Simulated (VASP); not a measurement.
# Mg (I4/mmm) in VASP: further runs

Mg is run at these levels: PBE; tasks: single point.

Everything below comes from runs of VASP 6.6.1. Logs are shortened: lines on timing, memory, paths and dates and some standing lists are left out, and cuts for length are marked.

## (1) The cell of the first run

It takes space group I4/mmm (No. 139, tetragonal). Conventional cell: a = 2.963 Å, b = 2.963 Å, c = 2.953 Å, α = 90.00°, β = 90.00°, γ = 90.00°. Within 3.4 Å of Mg (site symmetry 4/mmm) lie 14 Mg at 2.56 to 2.96 Å.

## (2) Single point, PBE

Contents of INCAR:

```
ALGO = Normal
EDIFF = 1E-6
ENCUT = 520
GGA = PE
ISIF = 2
ISMEAR = -1
LASPH = T
LCHARG = F
LREAL = F
LWAVE = F
NBANDS = 7
NELM = 60
PREC = Accurate
SIGMA = 0.1
```

Contents of KPOINTS:

```
k-points
0
Gamma
  16 16 16
```

Contents of POSCAR:

```
Mg
1.0
   -1.4814216667      1.4814216667      1.4765000000
    1.4814216667     -1.4814216667      1.4765000000
    1.4814216667      1.4814216667     -1.4765000000
Mg
1
Direct
    0.0000000000      0.0000000000      0.0000000000
```

Potentials or basis: VASP PAW PBE potentials, release 64 (Mg).

Launch:

```sh
cat potpaw_PBE.64/Mg/POTCAR > POTCAR
mpirun -np 1 vasp_std > vasp.out
```

OUTCAR:

```text
EDIFF = 1E-6
   ENCUT = 520
   GGA = PE
   ISIF = 2
   ISMEAR = -1
   LASPH = T
   LREAL = F
   NELM = 60
   PREC = Accurate

 ion  position               nearest neighbor table
   1  0.000  0.000  0.000-

  LATTYP: Found a body centered tetragonal cell.
 ALAT       =     2.9628433334
 C/A-ratio  =     0.9966777408

  Lattice vectors:

 A1 = (  -1.4814216667,   1.4814216667,   1.4765000000)
 A2 = (   1.4814216667,  -1.4814216667,   1.4765000000)
 A3 = (   1.4814216667,   1.4814216667,  -1.4765000000)

Analysis of symmetry for initial positions (statically):
=====================================================================
 Subroutine PRICEL returns:
 Original cell was already a primitive cell.

 Routine SETGRP: Setting up the symmetry group for a
 body centered tetragonal supercell.

 Subroutine GETGRP returns: Found 16 space group operations
 (whereof 16 operations were pure point group operations)
 out of a pool of 16 trial point group operations.

The static configuration has the point symmetry D_4h.

Analysis of symmetry for dynamics (positions and initial velocities):
=====================================================================
 Subroutine PRICEL returns:
 Original cell was already a primitive cell.

 Routine SETGRP: Setting up the symmetry group for a
 body centered tetragonal supercell.

 Subroutine GETGRP returns: Found 16 space group operations
 (whereof 16 operations were pure point group operations)
 out of a pool of 16 trial point group operations.

The dynamic configuration has the point symmetry D_4h.

 Subroutine INISYM returns: Found 16 space group operations
 (whereof 16 operations are pure point group operations),
 and found     1 'primitive' translations

----------------------------------------------------------------------------------------

                                     Primitive cell

  volume of cell :      12.9614

  direct lattice vectors                    reciprocal lattice vectors
    -1.481421667  1.481421667  1.476500000     0.000000000  0.337513627  0.338638673
     1.481421667 -1.481421667  1.476500000     0.337513627  0.000000000  0.338638673
     1.481421667  1.481421667 -1.476500000     0.337513627  0.337513627  0.000000000

  length of vectors
     2.563059219  2.563059219  2.563059219     0.478112538  0.478112538  0.477316349

  position of ions in fractional coordinates (direct lattice)
     0.000000000  0.000000000  0.000000000

  ion indices of the primitive-cell ions
   primitive index   ion index
                 1           1

----------------------------------------------------------------------------------------

 KPOINTS: k-points

Automatic generation of k-mesh.
 Grid dimensions read from file:
 generate k-points for:   16   16   16

 Generating k-lattice:

  Cartesian coordinates                     Fractional coordinates (reciprocal lattice)
     0.000000000  0.021094602  0.021164917     0.062500000  0.000000000  0.000000000
     0.021094602  0.000000000  0.021164917     0.000000000  0.062500000  0.000000000
     0.021094602  0.021094602  0.000000000     0.000000000  0.000000000  0.062500000

  Length of vectors
     0.029882034  0.029882034  0.029832272

  Shift w.r.t. Gamma in fractional coordinates (k-lattice)
     0.000000000  0.000000000  0.000000000

 Subroutine IBZKPT returns following result:
 ===========================================

 Found    349 irreducible k-points:

 Following reciprocal coordinates:
            Coordinates               Weight
  0.000000  0.000000  0.000000      1.000000
  0.062500  0.000000 -0.000000      8.000000
  0.125000  0.000000 -0.000000      8.000000
  0.187500  0.000000 -0.000000      8.000000
  0.250000  0.000000 -0.000000      8.000000
  0.312500  0.000000 -0.000000      8.000000
[... 16 lines left out ...]
 -0.125000  0.062500  0.000000     16.000000
 -0.062500  0.062500  0.000000      4.000000
 [... further k-points ...]
   k-points           NKPTS =    349   k-points in BZ     NKDIM =    349   number of bands    NBANDS=      7
   number of dos      NEDOS =    301   number of ions     NIONS =      1
   total plane-waves  NPLWV =   8000
   dimension x,y,z NGX =    20 NGY =   20 NGZ =   20
   dimension x,y,z NGXF=    40 NGYF=   40 NGZF=   40
   ions per type =               1
   NGX,Y,Z   is equivalent  to a cutoff of  12.97, 12.97, 12.97 a.u.
   NGXF,Y,Z  is equivalent  to a cutoff of  25.94, 25.94, 25.94 a.u.
 SYSTEM =  unknown system
   PREC   = accura    normal or accurate (medium, high low for compatibility)
   ISTART =      0    job   : 0-new  1-cont  2-samecut
   ICHARG =      2    charge: 1-file 2-atom 10-const
   ISPIN  =      1    spin polarized calculation?
   LNONCOLLINEAR =      F non collinear calculations
   LSORBIT =      F    spin-orbit coupling
   LASPH  =      T    aspherical Exc in radial PAW
   ENCUT  =  520.0 eV  38.22 Ry    6.18 a.u.   4.77  4.77  4.77*2*pi/ulx,y,z
   NELM   =     60;   NELMIN=  2; NELMDL= -5     # of ELM steps
   EDIFF  = 0.1E-05   stopping-criterion for ELM
   LREAL  =      F    real-space projection
   EDIFFG = 0.1E-04   stopping-criterion for IOM
   NSW    =      0    number of steps for IOM
   IBRION =     -1    ionic relax: 0-MD 1-quasi-New 2-CG
   NFREE  =      0    steps in history (QN), initial steepest desc. (CG)
   ISIF   =      2    stress and relaxation
   ISYM   =      2    0-nonsym 1-usesym 2-fastsym
   POTIM  = 0.5000    time-step for ionic-motion
   TEBEG  =    0.0;   TEEND  =   0.0 temperature during run
   PSTRESS=    0.0 pullay stress
   NELECT =       2.0000    total number of electrons
   NUPDOWN=      -1.0000    fix difference up-down
   EMIN   =  10.00;   EMAX   =-10.00  energy-range for DOS
   EFERMI =   0.00;   METHOD = LEGACY
   ISMEAR =    -1;   SIGMA  =   0.10  broadening in eV -4-tet -1-fermi 0-gaus
   EFERMI_NEDOS =   21; number of points for ismear=-14 and -15
   IALGO  =     38    algorithm
   IMIX   =      4    mixing-type and parameters
     AMIX     =   0.40;   BMIX     =  1.00
     AMIX_MAG =   1.60;   BMIX_MAG =  1.00
  volume/ion in A,a.u.               =      12.96        87.47
  Fermi-wavevector in a.u.,A,eV,Ry     =   0.878081  1.659332 10.490448  0.771026
  Thomas-Fermi vector in A             =   1.998118
   LORBIT       =      0    0 simple, 1 ext, 2 COOP (PROOUT), +10 PAW based schemes
   GGA     = PE    functional components
   LHFCALC =     F    Hartree Fock is set to
   AEXX    =    0.0000 exact exchange contribution
   IVDW    =     0    specifies the selected vdW correction
   LEPSILON=     F    determine dielectric tensor
   LRPA    =     F    only Hartree local field effects (RPA)
 non-spin polarized calculation
  energy-cutoff  :      520.00
  volume of cell :       12.96
 maximum number of plane-waves:       370
   NGX =  9   NGY =  9   NGZ =  9

 number of electron       2.0000000 magnetization

 Free energy of the ion-electron system (eV)
  ---------------------------------------------------
  ext. energy  EPLUGINS =         0.00000000
  ---------------------------------------------------
  free energy    TOTEN  =        -0.28847298 eV

  energy without entropy =       -0.27904679  energy(sigma->0) =       -0.28375988

 E-fermi :   6.5068     XC(G=0): -10.4692

 val. band max:        6.4649511129   @ k =   0.3750   0.1250   0.1250
 cond. band min:       6.5354220298   @ k =   0.3750   0.3750   0.0625
 fundamental gap:      0.0704709168
 Fermi energy:         6.5068013158

 k-point     1 :       0.0000    0.0000    0.0000
  band No.  band energies     occupation
      1      -3.2901      2.00000
      2      23.8542      0.00000
      3      23.9516      0.00000
      4      23.9516      0.00000
      5      26.5825      0.00000
      6      26.6903      0.00000
      7      28.3602      0.00000

 k-point     2 :       0.0625    0.0000   -0.0000
  band No.  band energies     occupation
      1      -3.1543      2.00000
      2      22.6646      0.00000
      3      23.1637      0.00000
      4      23.7457      0.00000
      5      25.6106      0.00000
      6      25.7682      0.00000
      7      29.3003      0.00000

 k-point     3 :       0.1250    0.0000   -0.0000
  band No.  band energies     occupation
      1      -2.7491      2.00000
      2      19.8558      0.00000
      3      21.8184      0.00000
      4      23.3457      0.00000
      5      24.5457      0.00000
      6      25.3985      0.00000
      7      30.3958      0.00000

 k-point     4 :       0.1875    0.0000   -0.0000
  band No.  band energies     occupation
      1      -2.0806      2.00000
      2      16.9427      0.00000
      3      20.5042      0.00000
      4      22.8629      0.00000
      5      23.4727      0.00000
      6      25.3144      0.00000
      7      30.7665      0.00000

 k-point     5 :       0.2500    0.0000   -0.0000
  band No.  band energies     occupation
      1      -1.1586      2.00000
      2      14.1738      0.00000
      3      19.3782      0.00000
      4      22.4030      0.00000
      5      22.5946      0.00000
      6      25.0808      0.00000
      7      31.1290      0.00000
[... 161 lines left out ...]
 k-point    22 :      -0.1875    0.0625    0.0000
  band No.  band energies     occupation
      1      -2.3483      2.00000
      2      18.3403      0.00000
      3      20.0656      0.00000
      4      22.9606      0.00000
      5      24.2246      0.00000
      6      26.0416      0.00000
      7      30.1014      0.00000

 k-point    23 :      -0.1250    0.0625    0.0000
  band No.  band energies     occupation
      1      -2.8847      2.00000
      2      20.9823      0.00000
      3      21.5788      0.00000
      4      23.4967      0.00000
      5      24.7838      0.00000
      6      26.1022      0.00000
      7      29.4221      0.00000

 k-point    24 :      -0.0625    0.0625    0.0000
  band No.  band energies     occupation
      1      -3.1548      2.00000
      2      22.5800      0.00000
      3      23.2231      0.00000
      4      23.7948      0.00000
      5      25.5454      0.00000
      6      25.8270      0.00000
      7      29.2598      0.00000

 [... further k-points ...]

------------------------ aborting loop because EDIFF is reached ----------------------------------------

  FORCE on cell =-STRESS in cart. coord.  units (eV):
  Direction    XX          YY          ZZ          XY          YZ          ZX
  --------------------------------------------------------------------------------------
  -------------------------------------------------------------------------------------
  Total        5.0029141      5.0029141      5.0227536      0.0000000      0.0000000      0.0000000
  in kB      618.4189730    618.4189730    620.8713670      0.0000000      0.0000000      0.0000000
  external PRESSURE =     619.2364377 kB  Pullay stress =       0.0000000 kB

 VOLUME and BASIS-vectors are now :
 -----------------------------------------------------------------------------
  energy-cutoff  :      520.00
  volume of cell :       12.96
      direct lattice vectors                 reciprocal lattice vectors
    -1.481421667  1.481421667  1.476500000     0.000000000  0.337513627  0.338638673
     1.481421667 -1.481421667  1.476500000     0.337513627  0.000000000  0.338638673
     1.481421667  1.481421667 -1.476500000     0.337513627  0.337513627  0.000000000

 POSITION                                       TOTAL-FORCE (eV/Angst)
 -----------------------------------------------------------------------------------
      0.00000      0.00000      0.00000         0.000000     -0.000000     -0.000000
 -----------------------------------------------------------------------------------
    total drift:                                0.000000     -0.000000      0.000000

  FREE ENERGIE OF THE ION-ELECTRON SYSTEM (eV)
  ---------------------------------------------------
  free  energy   TOTEN  =        -0.2884729811 eV

  energy  without entropy=       -0.2790467884  energy(sigma->0) =       -0.28375988
```

It took 12 s on 1 thread of AMD EPYC 9R45 (Zen 5), shared host; peak memory 0.12 GiB.

Results:

```yaml
Free_energy: -0.2885 eV
Pressure: 61.9 GPa
Band_gap_on_the_k_mesh: zero (band 1 reaches 10.39 eV, above the bottom of band 2 at 5.58 eV)
```

## (3) Single point, PBE

This run uses another cell than the first one, of 13.05 Å³/atom, 1.007 times its volume.

Contents of INCAR:

```
PREC     = Accurate       # precision mode
ENCUT    = 520            # plane-wave cutoff, eV
EDIFF    = 1E-7           # SCF threshold, eV
ISMEAR   = -1             # smearing method
SIGMA    = 0.1            # smearing width, eV
LREAL    = False          # projectors in reciprocal space
LASPH    = True           # aspherical terms in the spheres
NELM     = 60             # most SCF steps
ALGO     = Normal         # electronic algorithm
ISIF     = 2              # what is computed and relaxed
LWAVE    = False          # write WAVECAR
LCHARG   = False          # write CHGCAR
GGA      = PE             # functional
NBANDS   = 7              # bands
```

Contents of KPOINTS:

```
regular mesh
0
Gamma
  16 16 16
```

Contents of POSCAR:

```
Mg
1.0
   -1.4863433333      1.4863433333      1.4765000000
    1.4863433333     -1.4863433333      1.4765000000
    1.4863433333      1.4863433333     -1.4765000000
Mg
1
Direct
    0.0000000000      0.0000000000      0.0000000000
```

Potentials or basis: VASP PAW PBE potentials, release 64 (Mg).

Launch:

```sh
cat potpaw_PBE.64/Mg/POTCAR > POTCAR
mpirun -np 1 vasp_std > vasp.out
```

Run time: 13 s. Hardware: 1 thread of AMD EPYC 9R45 (Zen 5), shared host; peak memory 0.12 GiB.

It converged, with:

| Item | Value |
| --- | --- |
| Free energy | -0.3214 eV |
| Pressure | 60.4 GPa |
| Band gap on the k mesh | zero (band 1 reaches 10.32 eV, above the bottom of band 2 at 5.51 eV) |

Stress tensor (GPa, compression positive):
```
60.26  0.00  0.00
 0.00 60.26  0.00
 0.00  0.00 60.74
```

Levels at points of the mesh, in eV from the Fermi level:
| k point | band 1 | band 2 | band 3 | band 4 | band 5 | band 6 |
| --- | --- | --- | --- | --- | --- | --- |
| (0.00, 0.00, 0.00) | -9.76 | 17.23 | 17.42 | 17.42 | 19.96 | 20.17 |
| (0.50, 0.00, 0.00) | -2.29 | -0.90 | 10.76 | 14.47 | 14.89 | 17.33 |
| (0.50, 0.50, 0.00) | -2.34 | -0.95 | 10.93 | 14.63 | 15.07 | 17.32 |
| (0.50, 0.50, 0.50) | 3.87 | 3.97 | 6.03 | 6.03 | 6.26 | 15.44 |

## (4) Single point, PBE

This run uses another cell than the first one, of 13.13 Å³/atom, 1.013 times its volume.

Contents of INCAR:

```
SYSTEM = Mg
PREC     = Accurate       ! precision mode
ENCUT    = 520            ! plane-wave cutoff, eV
EDIFF    = 1E-7           ! SCF threshold, eV
ISMEAR   = -1             ! smearing method
SIGMA    = 0.1            ! smearing width, eV
LREAL    = .False.        ! projectors in reciprocal space
LASPH    = .True.         ! aspherical terms in the spheres
NELM     = 60             ! most SCF steps
ALGO     = Normal         ! electronic algorithm
ISIF     = 2              ! what is computed and relaxed
LWAVE    = .False.        ! write WAVECAR
LCHARG   = .False.        ! write CHGCAR
GGA      = PE             ! functional
NBANDS   = 7              ! bands
```

Contents of KPOINTS:

```
Automatic mesh
0
Gamma
  16 16 16
  0 0 0
```

Contents of POSCAR:

```
Mg
1.0
   -1.4912650000      1.4912650000      1.4765000000
    1.4912650000     -1.4912650000      1.4765000000
    1.4912650000      1.4912650000     -1.4765000000
Mg
1
Direct
    0.0000000000      0.0000000000      0.0000000000
```

Launch:

```sh
cat potpaw_PBE.64/Mg/POTCAR > POTCAR
mpirun -np 1 vasp_std > vasp.out
```

Wall time 13 s (1 thread of AMD EPYC 9R45 (Zen 5), shared host); peak memory 0.12 GiB.

It converged, with:

* Free energy: -0.3535 eV
* Pressure: 58.9 GPa
* Band gap on the k mesh: zero (band 1 reaches 10.24 eV, above the bottom of band 2 at 5.43 eV)

Stress tensor (GPa, compression positive):
```
58.71  0.00  0.00
 0.00 58.71  0.00
 0.00  0.00 59.42
```

Levels at points of the mesh, in eV from the Fermi level:
```tsv
k point	band 1	band 2	band 3	band 4	band 5	band 6
(0.00, 0.00, 0.00)	-9.72	17.11	17.40	17.40	19.84	20.16
(0.50, 0.00, 0.00)	-2.28	-0.89	10.71	14.39	14.78	17.25
(0.50, 0.50, 0.00)	-2.35	-0.96	10.96	14.63	15.05	17.24
(0.50, 0.50, 0.50)	3.85	3.99	5.96	5.96	6.31	15.32
```

## (5) Summary

```tsv
cell	gap on the mesh (eV)	pressure (GPa)
a = 2.563 Å, angles 109.4, 109.4, 109.7°, 1 atom	none	61.9
a = 2.569 Å, angles 109.3, 109.3, 109.8°, 1 atom	none	60.4
a = 2.574 Å, angles 109.2, 109.2, 110.0°, 1 atom	none	58.9
```

Alike in all rows: task single point; level PBE; potentials or basis VASP PAW PBE potentials, release 64 (Mg); no spin polarisation; k mesh 16 × 16 × 16; cutoff (eV) 520; smearing fermi-dirac 0.1 eV.

Total energies depend on the potentials used, so only differences within one code and one set of settings carry meaning.
